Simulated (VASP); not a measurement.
Input of a VASP 6.6.1 run:

POSCAR

```
Al
1.0
    2.6718325839      0.0000000000      0.0000000000
   -1.3359162919      2.3138748923      0.0000000000
    0.0000000000      0.0000000000      5.1101925000
Al
2
Direct
    0.6666666667      0.3333333333      0.7500000000
    0.3333333333      0.6666666667      0.2500000000
```

INCAR.step1

```
SYSTEM = Al
PREC = Accurate
ENCUT = 520
ISMEAR = 0
SIGMA = 0.15
LREAL = .False.
LASPH = .True.
NELM = 80
NBANDS = 10
GGA = PE
ALGO = Normal
EDIFF = 1E-4
LWAVE = .True.
LCHARG = .False.
```

INCAR.step2

```
SYSTEM = Al
PREC = Accurate
ENCUT = 520
EDIFF = 1E-6
ISMEAR = 0
SIGMA = 0.15
LREAL = .False.
LASPH = .True.
NELM = 80
ALGO = Normal
ISIF = 2
LWAVE = .False.
LCHARG = .True.
METAGGA = R2SCAN
LMIXTAU = .True.
LELF = .True.
LVHAR = .True.
NBANDS = 10
ISTART = 1
```

KPOINTS

```
Automatic mesh
0
Gamma
  18 18 10
  0 0 0
```

Potentials or basis: VASP PAW PBE potentials, release 64 (Al).

Command:

```console
$ cat potpaw_PBE.64/Al/POTCAR > POTCAR
$ cp INCAR.step1 INCAR
$ mpirun -np 1 vasp_std > vasp.out
$ cp INCAR.step2 INCAR
$ mpirun -np 1 vasp_std > vasp.out
```

(1) Predict the band gap on the k mesh.

(2) Predict the pressure.

Results:

(1) zero (band 3 reaches 11.36 eV, above the bottom of band 4 at 5.53 eV).

(2) 4.2 GPa.

Caveat: the cell differs from its parent crystal (strain -0.050 along x and y, +0.050 along z); the PAW data sets were made with another functional, which shifts forces and pressure a little.
